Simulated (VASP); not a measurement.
Write the native input for VASP 6.6.1 that does the following.

```
Task                   : single point
Functional             : r2SCAN
Potentials or basis    : VASP PAW PBE potentials, release 64 (Rh_pv)
Cutoff                 : 520 eV
k mesh                 : 22 × 22 × 22
Occupations            : gaussian, width 0.15 eV
Spin                   : no spin polarisation
Dipole correction      : no
Further INCAR settings : ALGO = Normal; EDIFF = 1e-06; NBANDS = 14
```

The system is Rh.

```
Rh
1.0
     0.00000    1.90155    1.90155
     1.90155    0.00000    1.90155
     1.90155    1.90155    0.00000
Rh
1
Direct
  0.00000 0.00000 0.00000
```

The input as run:

POSCAR

```
Rh
1.0
    0.0000000000      1.9015500000      1.9015500000
    1.9015500000      0.0000000000      1.9015500000
    1.9015500000      1.9015500000      0.0000000000
Rh
1
Direct
    0.0000000000      0.0000000000      0.0000000000
```

INCAR.step1

```
PREC = Accurate
ENCUT = 520
ISMEAR = 0
SIGMA = 0.15
LREAL = F
LASPH = T
NELM = 80
NBANDS = 14
GGA = PE
ALGO = Normal
EDIFF = 1E-4
LWAVE = T
LCHARG = F
```

INCAR.step2

```
PREC = Accurate
ENCUT = 520
EDIFF = 1E-6
ISMEAR = 0
SIGMA = 0.15
LREAL = F
LASPH = T
NELM = 80
ALGO = Normal
ISIF = 2
LWAVE = F
LCHARG = F
METAGGA = R2SCAN
LMIXTAU = T
NBANDS = 14
ISTART = 1
```

KPOINTS

```
regular mesh
0
Gamma
  22 22 22
```

Potentials or basis: VASP PAW PBE potentials, release 64 (Rh_pv).

Launch:

```console
$ cat potpaw_PBE.64/Rh_pv/POTCAR > POTCAR
$ cp INCAR.step1 INCAR
$ mpirun -np 1 vasp_std > vasp.out
$ cp INCAR.step2 INCAR
$ mpirun -np 1 vasp_std > vasp.out
```

It gave:

```yaml
Pressure: 0.6 GPa
```

Caveat: the PAW data sets were made with another functional, which shifts forces and pressure a little.

Run time: 73 s on 1 thread of Intel(R) Xeon(R) 6975P-C (Granite Rapids), with other jobs on the host, peak memory 0.17 GiB.
